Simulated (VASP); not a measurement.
Here is a VASP 6.6.1 calculation.

INCAR

```
SYSTEM = BAs
PREC     = Accurate       ! precision mode
ENCUT    = 520            ! plane-wave cutoff, eV
EDIFF    = 1E-6           ! SCF threshold, eV
ISMEAR   = 0              ! smearing method
SIGMA    = 0.01           ! smearing width, eV
LREAL    = .FALSE.        ! projectors in reciprocal space
LASPH    = .TRUE.         ! aspherical terms in the spheres
NELM     = 80             ! most SCF steps
ALGO     = Normal         ! electronic algorithm
ISIF     = 2              ! what is computed and relaxed
LWAVE    = .FALSE.        ! write WAVECAR
LCHARG   = .TRUE.         ! write CHGCAR
GGA      = CA             ! functional
LELF     = .TRUE.         ! ELF
LVHAR    = .TRUE.       
NBANDS   = 11             ! bands
```

The input KPOINTS:

```
Automatic mesh
0
G
  5 5 5
  0 0 0
```

File POSCAR:

```
BAs
1.0
    0.0000000000      2.3885000000      2.3885000000
    2.3885000000      0.0000000000      2.3885000000
    2.3885000000      2.3885000000      0.0000000000
B As
1 1
Direct
    0.0000000000      0.0000000000      0.0000000000
    0.2500000000      0.2500000000      0.2500000000
```

Potentials or basis: VASP PAW LDA potentials, release 64 (B, As).

The run is started by

```sh
$ cat potpaw_LDA.64/B/POTCAR potpaw_LDA.64/As/POTCAR > POTCAR
$ mpirun -np 1 vasp_std > vasp.out
```

(1) Estimate the band gap on the k mesh.

(2) Predict the pressure.

## Answers

(1) 1.11 eV, indirect (least direct gap 3.24 eV).

(2) -2.9 GPa.

Caveat: the k points lie up to 0.46 Å⁻¹ apart.
